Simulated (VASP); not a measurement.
V: single point with PBE

Crystal: V.

```
CELL_PARAMETERS angstrom
0.00000 1.90798 1.90798
1.90798 0.00000 1.90798
1.90798 1.90798 0.00000
ATOMIC_POSITIONS crystal
V 0.00000 0.00000 0.00000
```

This isn't the form of V at room conditions, which is bcc.

- Program: VASP 6.6.1
- Task: single point
- Functional: PBE
- Potentials or basis: VASP PAW PBE potentials, release 64 (V_sv)
- Cutoff: 520 eV
- k mesh: 15 × 15 × 15
- Occupations: methfessel-paxton, width 0.05 eV
- Spin: collinear spin, ferromagnetic start
- Starting moments: [1.5] μB
- Dipole correction: no
- Further INCAR settings: ALGO = Normal; EDIFF = 1e-06; NBANDS = 16

```json
{
 "Pressure": "0.2 GPa",
 "Net moment": "0.00 μB per cell",
 "Valence electrons inside the program's atomic spheres": "V 11.59"
}
```

Levels at points of the mesh, in eV from the Fermi level:
Spin up:
```
           k point  band 3  band 4  band 5  band 6  band 7  band 8  band 9  band 10
(0.00, 0.00, 0.00)  -37.42  -37.42   -6.81    0.18    0.18    0.18    1.92     1.92
```
Spin down:
```csv
k point,band 3,band 4,band 5,band 6,band 7,band 8,band 9,band 10
"(0.00, 0.00, 0.00)",-37.42,-37.42,-6.81,0.18,0.18,0.18,1.92,1.92
```

It took 27 s on 1 thread of Intel(R) Xeon(R) Platinum 8488C (Sapphire Rapids), with other jobs on the host, peak memory 0.16 GiB.

Caveat: the moments typed at the start vanished in this run.
